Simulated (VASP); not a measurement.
Ca: single point with r2SCAN

The system is Ca.

```
Ca
1.0
     0.00000    2.79970    2.79970
     2.79970    0.00000    2.79970
     2.79970    2.79970    0.00000
Ca
1
Direct
  0.00000 0.00000 0.00000
```

```
Program                : VASP 6.6.1
Task                   : single point
Functional             : r2SCAN
Potentials or basis    : VASP PAW PBE potentials, release 64 (Ca_sv)
Cutoff                 : 520 eV
k mesh                 : 11 × 11 × 11
Occupations            : fermi-dirac, width 0.1 eV
Spin                   : no spin polarisation
Dipole correction      : no
Further INCAR settings : ALGO = Normal; EDIFF = 1e-06; NBANDS = 11
```

| Quantity | Value |
| --- | --- |
| Pressure | -0.2 GPa |
| Band gap on the k mesh | zero (bands 5 and 6 overlap by 0.44 eV) |

Levels at points of the mesh, in eV from the Fermi level:
| k point | band 2 | band 3 | band 4 | band 5 | band 6 | band 7 | band 8 | band 9 |
| --- | --- | --- | --- | --- | --- | --- | --- | --- |
| (0.00, 0.00, 0.00) | -23.90 | -23.90 | -23.90 | -4.22 | 2.65 | 2.65 | 2.65 | 3.74 |

Wall time 69 s on 1 thread of AMD EPYC 9R45 96-Core Processor (Zen 5), with other jobs on the host, peak memory 0.15 GiB.

Caveat: the PAW data sets were made with another functional, which shifts forces and pressure a little.
